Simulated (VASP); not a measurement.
# LiF (P6_3mc) in VASP: a series of runs

LiF is run at these levels: PBE; tasks: single point.

Everything below comes from runs of VASP 6.6.1. Logs are shortened: lines on timing, memory, paths and dates and some standing lists are left out, and cuts for length are marked.

**1. The cell of the first run**

Symmetry: P6_3mc, No. 186, hexagonal system. Conventional cell: a = 3.178 Å, b = 3.178 Å, c = 4.744 Å, α = 90.00°, β = 90.00°, γ = 120.00°. Within 2.4 Å of Li (site symmetry 3m) lie 4 F at 1.79 to 1.93 Å. F (site symmetry 3m) has 4 Li at 1.79 to 1.93 Å within 2.4 Å.

**2. Single point, PBE (c/a of the conventional cell at fixed volume 1.4929)**

Input file INCAR:

```
PREC = Accurate
ENCUT = 520
EDIFF = 1E-7
ISMEAR = 0
SIGMA = 0.05
LREAL = F
LASPH = T
NELM = 60
ALGO = Normal
ISIF = 2
LWAVE = F
LCHARG = T
GGA = PE
LELF = T
LVHAR = T
NBANDS = 18
```

Input file KPOINTS:

```
Automatic mesh
0
Gamma
  9 9 6
```

Input file POSCAR:

```
LiF
1.0
    3.1775711328      0.0000000000      0.0000000000
   -1.5887855664      2.7518573233      0.0000000000
    0.0000000000      0.0000000000      4.7437959441
Li F
2 2
Direct
    0.3333333333      0.6666666667      0.3708711514
    0.6666666667      0.3333333333      0.8708711514
    0.3333333333      0.6666666667      0.9939266766
    0.6666666667      0.3333333333      0.4939266766
```

Potentials or basis: VASP PAW PBE potentials, release 64 (Li_sv, F).

Run with:

```
$ cat potpaw_PBE.64/Li_sv/POTCAR potpaw_PBE.64/F/POTCAR > POTCAR
$ mpirun -np 1 vasp_std > vasp.out
```

OUTCAR:

```text
PREC = Accurate
   ENCUT = 520
   EDIFF = 1E-7
   ISMEAR = 0
   LREAL = F
   LASPH = T
   NELM = 60
   ISIF = 2
   GGA = PE

 ion  position               nearest neighbor table
   1  0.333  0.667  0.371-   3 1.79   4 1.93   4 1.93   4 1.93
   2  0.667  0.333  0.871-   4 1.79   3 1.93   3 1.93   3 1.93
   3  0.333  0.667  0.994-   1 1.79   2 1.93   2 1.93   2 1.93
   4  0.667  0.333  0.494-   2 1.79   1 1.93   1 1.93   1 1.93

  LATTYP: Found a hexagonal cell.
 ALAT       =     3.1775711328
 C/A-ratio  =     1.4929000000

  Lattice vectors:

 A1 = (   3.1775711328,   0.0000000000,   0.0000000000)
 A2 = (  -1.5887855664,   2.7518573233,   0.0000000000)
 A3 = (   0.0000000000,   0.0000000000,   4.7437959441)

Analysis of symmetry for initial positions (statically):
=====================================================================
 Subroutine PRICEL returns:
 Original cell was already a primitive cell.

 Routine SETGRP: Setting up the symmetry group for a
 hexagonal supercell.

 Subroutine GETGRP returns: Found 12 space group operations
 (whereof  6 operations were pure point group operations)
 out of a pool of 24 trial point group operations.

The static configuration has the point symmetry C_3v.
 The point group associated with its full space group is C_6v.

Analysis of symmetry for dynamics (positions and initial velocities):
=====================================================================
 Subroutine PRICEL returns:
 Original cell was already a primitive cell.

 Routine SETGRP: Setting up the symmetry group for a
 hexagonal supercell.

 Subroutine GETGRP returns: Found 12 space group operations
 (whereof  6 operations were pure point group operations)
 out of a pool of 24 trial point group operations.

The dynamic configuration has the point symmetry C_3v.
 The point group associated with its full space group is C_6v.

 Subroutine INISYM returns: Found 12 space group operations
 (whereof  6 operations are pure point group operations),
 and found     1 'primitive' translations

----------------------------------------------------------------------------------------

                                     Primitive cell

  volume of cell :      41.4808

  direct lattice vectors                    reciprocal lattice vectors
     3.177571133  0.000000000  0.000000000     0.314705779  0.181695466  0.000000000
    -1.588785566  2.751857323  0.000000000     0.000000000  0.363390933  0.000000000
     0.000000000  0.000000000  4.743795944     0.000000000  0.000000000  0.210801647

  length of vectors
     3.177571133  3.177571133  4.743795944     0.363390933  0.363390933  0.210801647

  position of ions in fractional coordinates (direct lattice)
     0.333333333  0.666666667  0.370871151
     0.666666667  0.333333333  0.870871151
     0.333333333  0.666666667  0.993926677
     0.666666667  0.333333333  0.493926677

  ion indices of the primitive-cell ions
   primitive index   ion index
                 1           1
                 2           2
                 3           3
                 4           4

----------------------------------------------------------------------------------------

 KPOINTS: Automatic mesh

Automatic generation of k-mesh.
 Grid dimensions read from file:
 generate k-points for:    9    9    6

 Generating k-lattice:

  Cartesian coordinates                     Fractional coordinates (reciprocal lattice)
     0.034967309  0.020188385  0.000000000     0.111111111 -0.000000000  0.000000000
     0.000000000  0.040376770  0.000000000     0.000000000  0.111111111  0.000000000
     0.000000000  0.000000000  0.035133608     0.000000000  0.000000000  0.166666667

  Length of vectors
     0.040376770  0.040376770  0.035133608

  Shift w.r.t. Gamma in fractional coordinates (k-lattice)
     0.000000000  0.000000000  0.000000000

 Subroutine IBZKPT returns following result:
 ===========================================

 Found     48 irreducible k-points:

 Following reciprocal coordinates:
            Coordinates               Weight
  0.000000  0.000000  0.000000      1.000000
  0.111111 -0.000000  0.000000      6.000000
  0.222222  0.000000  0.000000      6.000000
  0.333333  0.000000  0.000000      6.000000
  0.444444  0.000000  0.000000      6.000000
  0.111111  0.111111  0.000000      6.000000
[... 16 lines left out ...]
  0.333333  0.222222  0.166667     24.000000
  0.333333  0.333333  0.166667      4.000000
 [... further k-points ...]
   k-points           NKPTS =     48   k-points in BZ     NKDIM =     48   number of bands    NBANDS=     18
   number of dos      NEDOS =    301   number of ions     NIONS =      4
   total plane-waves  NPLWV =  20736
   dimension x,y,z NGX =    24 NGY =   24 NGZ =   36
   dimension x,y,z NGXF=    48 NGYF=   48 NGZF=   72
   ions per type =               2   2
   NGX,Y,Z   is equivalent  to a cutoff of  12.56, 12.56, 12.62 a.u.
   NGXF,Y,Z  is equivalent  to a cutoff of  25.11, 25.11, 25.23 a.u.
 SYSTEM =  unknown system
   PREC   = accura    normal or accurate (medium, high low for compatibility)
   ISTART =      0    job   : 0-new  1-cont  2-samecut
   ICHARG =      2    charge: 1-file 2-atom 10-const
   ISPIN  =      1    spin polarized calculation?
   LNONCOLLINEAR =      F non collinear calculations
   LSORBIT =      F    spin-orbit coupling
   LASPH  =      T    aspherical Exc in radial PAW
   ENCUT  =  520.0 eV  38.22 Ry    6.18 a.u.   5.91  5.91  8.82*2*pi/ulx,y,z
   NELM   =     60;   NELMIN=  2; NELMDL= -5     # of ELM steps
   EDIFF  = 0.1E-06   stopping-criterion for ELM
   LREAL  =      F    real-space projection
   EDIFFG = 0.1E-05   stopping-criterion for IOM
   NSW    =      0    number of steps for IOM
   IBRION =     -1    ionic relax: 0-MD 1-quasi-New 2-CG
   NFREE  =      0    steps in history (QN), initial steepest desc. (CG)
   ISIF   =      2    stress and relaxation
   ISYM   =      2    0-nonsym 1-usesym 2-fastsym
   POTIM  = 0.5000    time-step for ionic-motion
   TEBEG  =    0.0;   TEEND  =   0.0 temperature during run
   PSTRESS=    0.0 pullay stress
   NELECT =      20.0000    total number of electrons
   NUPDOWN=      -1.0000    fix difference up-down
   EMIN   =  10.00;   EMAX   =-10.00  energy-range for DOS
   EFERMI =   0.00;   METHOD = LEGACY
   ISMEAR =     0;   SIGMA  =   0.05  broadening in eV -4-tet -1-fermi 0-gaus
   EFERMI_NEDOS =   21; number of points for ismear=-14 and -15
   IALGO  =     38    algorithm
   IMIX   =      4    mixing-type and parameters
     AMIX     =   0.40;   BMIX     =  1.00
     AMIX_MAG =   1.60;   BMIX_MAG =  1.00
  volume/ion in A,a.u.               =      10.37        69.98
  Fermi-wavevector in a.u.,A,eV,Ry     =   1.283716  2.425872 22.421420  1.647928
  Thomas-Fermi vector in A             =   2.415953
   LORBIT       =      0    0 simple, 1 ext, 2 COOP (PROOUT), +10 PAW based schemes
   GGA     = PE    functional components
   LHFCALC =     F    Hartree Fock is set to
   AEXX    =    0.0000 exact exchange contribution
   IVDW    =     0    specifies the selected vdW correction
   LEPSILON=     F    determine dielectric tensor
   LRPA    =     F    only Hartree local field effects (RPA)
 non-spin polarized calculation
 Gauss-broadening in eV      SIGMA  =   0.05
  energy-cutoff  :      520.00
  volume of cell :       41.48
 maximum number of plane-waves:      1132
 NGX is ok and might be reduce to    24
   NGX = 11   NGY = 11   NGZ = 17

 number of electron      20.0000025 magnetization

 Free energy of the ion-electron system (eV)
  ---------------------------------------------------
  ext. energy  EPLUGINS =         0.00000000
  ---------------------------------------------------
  free energy    TOTEN  =       -19.25436393 eV

  energy without entropy =      -19.25436393  energy(sigma->0) =      -19.25436393

 E-fermi :  -2.4365     XC(G=0):  -8.6356

 val. band max:       -2.6869401546   @ k =   0.0000   0.0000   0.0000
 cond. band min:       4.8995138898   @ k =   0.0000   0.0000   0.0000
 fundamental gap:      7.5864540444
 Fermi energy:        -2.4365182342

 k-point     1 :       0.0000    0.0000    0.0000
  band No.  band energies     occupation
      1     -43.2189      2.00000
      2     -43.1777      2.00000
      3     -22.0395      2.00000
      4     -21.8133      2.00000
      5      -4.6809      2.00000
      6      -3.1685      2.00000
[... 10 lines left out ...]
     17      16.3149      0.00000
     18      18.3024      0.00000

 k-point     2 :       0.1111   -0.0000    0.0000
  band No.  band energies     occupation
      1     -43.2162      2.00000
      2     -43.1772      2.00000
      3     -22.0248      2.00000
      4     -21.8102      2.00000
      5      -4.6271      2.00000
      6      -3.2839      2.00000
[... 10 lines left out ...]
     17      16.4584      0.00000
     18      18.0201      0.00000

 k-point     3 :       0.2222    0.0000    0.0000
  band No.  band energies     occupation
      1     -43.2087      2.00000
      2     -43.1759      2.00000
      3     -21.9841      2.00000
      4     -21.8036      2.00000
      5      -4.4929      2.00000
      6      -3.6104      2.00000
[... 10 lines left out ...]
     17      16.4901      0.00000
     18      16.9335      0.00000

 k-point     4 :       0.3333    0.0000    0.0000
  band No.  band energies     occupation
      1     -43.1993      2.00000
      2     -43.1755      2.00000
      3     -21.9313      2.00000
      4     -21.8021      2.00000
      5      -4.4303      2.00000
      6      -3.8727      2.00000
[... 375 lines left out ...]
      4     -21.8117      2.00000
      5      -4.2600      2.00000
      6      -4.2072      2.00000
[... 10 lines left out ...]
     17      16.7612      0.00000
     18      17.7358      0.00000

 k-point    23 :       0.3333    0.2222    0.1667
  band No.  band energies     occupation
      1     -43.1868      2.00000
      2     -43.1788      2.00000
      3     -21.8624      2.00000
      4     -21.8201      2.00000
      5      -4.4818      2.00000
      6      -4.0208      2.00000
[... 10 lines left out ...]
     17      16.2847      0.00000
     18      17.8860      0.00000

 k-point    24 :       0.3333    0.3333    0.1667
  band No.  band energies     occupation
      1     -43.1820      2.00000
      2     -43.1820      2.00000
      3     -21.8363      2.00000
      4     -21.8363      2.00000
      5      -4.5173      2.00000
      6      -3.8802      2.00000
[... 10 lines left out ...]
     17      15.7341      0.00000
     18      17.8258      0.00000

 [... further k-points ...]

------------------------ aborting loop because EDIFF is reached ----------------------------------------

  FORCE on cell =-STRESS in cart. coord.  units (eV):
  Direction    XX          YY          ZZ          XY          YZ          ZX
  --------------------------------------------------------------------------------------
  -------------------------------------------------------------------------------------
  Total       -0.5150559     -0.5150559      1.3101572      0.0000000      0.0000000      0.0000000
  in kB      -19.8937988    -19.8937988     50.6042252      0.0000000      0.0000000      0.0000000
  external PRESSURE =       3.6055426 kB  Pullay stress =       0.0000000 kB

 VOLUME and BASIS-vectors are now :
 -----------------------------------------------------------------------------
  energy-cutoff  :      520.00
  volume of cell :       41.48
      direct lattice vectors                 reciprocal lattice vectors
     3.177571133  0.000000000  0.000000000     0.314705779  0.181695466  0.000000000
    -1.588785566  2.751857323  0.000000000     0.000000000  0.363390933  0.000000000
     0.000000000  0.000000000  4.743795944     0.000000000  0.000000000  0.210801647

 POSITION                                       TOTAL-FORCE (eV/Angst)
 -----------------------------------------------------------------------------------
     -0.00000      1.83457      1.75934         0.000000     -0.000000      0.406139
      1.58879      0.91729      4.13124        -0.000000      0.000000      0.406139
     -0.00000      1.83457      4.71499        -0.000000      0.000000     -0.406139
      1.58879      0.91729      2.34309         0.000000     -0.000000     -0.406139
 -----------------------------------------------------------------------------------
    total drift:                               -0.000000     -0.000001      0.004899

  FREE ENERGIE OF THE ION-ELECTRON SYSTEM (eV)
  ---------------------------------------------------
  free  energy   TOTEN  =       -19.2543639304 eV

  energy  without entropy=      -19.2543639304  energy(sigma->0) =      -19.25436393
```

Wall time 20 s (1 thread of Intel Xeon 6975P-C, shared host); peak memory 0.16 GiB.

Results:

| Item | Value |
| --- | --- |
| Free energy | -19.2544 eV |
| Largest force | 0.406 eV/Å |
| Band gap on the k mesh | 7.59 eV, direct |

Forces in eV/Å, atoms in the order of the input:
```
Li   0.000  0.000  0.406
Li   0.000  0.000  0.406
F    0.000  0.000 -0.406
F    0.000  0.000 -0.406
```

Caveat: the cutoff is under 1.25 times the usual one of these potentials, so pressure, stress and relaxed cells hold a basis-set (Pulay) error. A k mesh can miss the band edges.

**3. Single point, PBE (c/a of the conventional cell at fixed volume 1.6434)**

Input file INCAR:

```
SYSTEM = LiF
PREC = Accurate
ENCUT = 520
EDIFF = 1E-6
ISMEAR = 0
SIGMA = 0.05
LREAL = .FALSE.
LASPH = .TRUE.
NELM = 80
ALGO = Normal
ISIF = 2
LWAVE = .FALSE.
LCHARG = .FALSE.
GGA = PE
NBANDS = 18
```

Input file KPOINTS:

```
regular mesh
0
G
  9 9 6
  0 0 0
```

Input file POSCAR:

```
LiF
1.0
    3.0774506209      0.0000000000      0.0000000000
   -1.5387253104      2.6651504166      0.0000000000
    0.0000000000      0.0000000000      5.0574823504
Li F
2 2
Direct
    0.3333333333      0.6666666667      0.3300704633
    0.6666666667      0.3333333333      0.8300704633
    0.3333333333      0.6666666667      0.9939266766
    0.6666666667      0.3333333333      0.4939266766
```

Potentials or basis: VASP PAW PBE potentials, release 64 (Li_sv, F).

Run with:

```
$ cat potpaw_PBE.64/Li_sv/POTCAR potpaw_PBE.64/F/POTCAR > POTCAR
$ mpirun -np 1 vasp_std > vasp.out
```

Run time: 18 s. Hardware: 1 thread of Intel Xeon 6975P-C, shared host; peak memory 0.17 GiB.

Results (log left out):

```yaml
Free_energy: -19.1060 eV
Largest_force: 1.097 eV/Å
Band_gap_on_the_k_mesh: 7.52 eV, direct
```

Forces on the atoms (eV/Å):
```
Li   0.000  0.000  1.097
Li   0.000  0.000  1.097
F    0.000  0.000 -1.097
F    0.000  0.000 -1.097
```

Levels at points of the mesh, in eV from the valence-band top:
```
           k point  band 8  band 9  band 10  band 11  band 12  band 13
(0.00, 0.00, 0.00)   -0.26    0.00     0.00     7.52    11.58    14.26
(0.00, 0.00, 0.50)   -0.13   -0.13    -0.13     8.99     8.99    17.20
```

Caveat: the cutoff is under 1.25 times the usual one of these potentials, so pressure, stress and relaxed cells hold a basis-set (Pulay) error; forces of over 1 eV/Å act on the atoms, so gaps and moduli don't describe the material at rest. A k mesh can miss the band edges.

**4. Single point, PBE (c/a of the conventional cell at fixed volume 1.5431)**

Input file INCAR:

```
SYSTEM = LiF
ALGO = Normal
EDIFF = 1E-6
ENCUT = 520
GGA = PE
ISIF = 2
ISMEAR = 0
LASPH = .TRUE.
LCHARG = .FALSE.
LREAL = .FALSE.
LWAVE = .FALSE.
NBANDS = 18
NELM = 60
PREC = Accurate
SIGMA = 0.05
```

Input file KPOINTS:

```
k-points
0
G
  9 9 6
  0 0 0
```

Input file POSCAR:

```
LiF
1.0
    3.1427330808      0.0000000000      0.0000000000
   -1.5713665404      2.7216866853      0.0000000000
    0.0000000000      0.0000000000      4.8495514170
Li F
2 2
Direct
    0.3333333333      0.6666666667      0.4320721835
    0.6666666667      0.3333333333      0.9320721835
    0.3333333333      0.6666666667      0.9939266766
    0.6666666667      0.3333333333      0.4939266766
```

Run with:

```
$ cat potpaw_PBE.64/Li_sv/POTCAR potpaw_PBE.64/F/POTCAR > POTCAR
$ mpirun -np 1 vasp_std > vasp.out
```

Run time: 18 s. Hardware: 1 thread of Intel Xeon 6975P-C, shared host; peak memory 0.16 GiB.

The run converged. Its results:

```yaml
Free_energy: -19.2178 eV
Largest_force: 0.252 eV/Å
Band_gap_on_the_k_mesh: 7.36 eV, direct
```

Forces on the atoms (eV/Å):
```
Li   0.000  0.000 -0.252
Li   0.000  0.000 -0.252
F    0.000  0.000  0.252
F    0.000  0.000  0.252
```

Levels at points of the mesh, in eV from the valence-band top:
| k point | band 7 | band 8 | band 9 | band 10 | band 11 | band 12 | band 13 | band 14 |
| --- | --- | --- | --- | --- | --- | --- | --- | --- |
| (0.00, 0.00, 0.00) | -0.76 | -0.46 | -0.46 | 0.00 | 7.36 | 11.76 | 14.74 | 17.83 |
| (0.00, 0.00, 0.50) | -0.61 | -0.61 | -0.61 | -0.61 | 9.17 | 9.17 | 16.99 | 16.99 |

Caveat: the cutoff is under 1.25 times the usual one of these potentials, so pressure, stress and relaxed cells hold a basis-set (Pulay) error. A k mesh can miss the band edges.

**5. Summary**

| cell | gap on the mesh (eV) | largest force (eV/Å) |
| --- | --- | --- |
| a = 3.178, b = 3.178, c = 4.744 Å, angles 90.0, 90.0, 120.0°, 4 atoms | 7.59 | 0.41 |
| a = 3.077, b = 3.077, c = 5.057 Å, angles 90.0, 90.0, 120.0°, 4 atoms | 7.52 | 1.10 |
| a = 3.143, b = 3.143, c = 4.850 Å, angles 90.0, 90.0, 120.0°, 4 atoms | 7.36 | 0.25 |

Alike in all rows: task single point; level PBE; potentials or basis VASP PAW PBE potentials, release 64 (Li_sv, F); no spin polarisation; k mesh 9 × 9 × 6; cutoff (eV) 520; smearing gaussian 0.05 eV.

Caveats: the cutoff is under 1.25 times the usual one of these potentials, so pressure, stress and relaxed cells hold a basis-set (Pulay) error; forces of over 1 eV/Å act on the atoms, so gaps and moduli don't describe the material at rest (some runs).

Absolute energies hang on the potentials; compare differences alone.
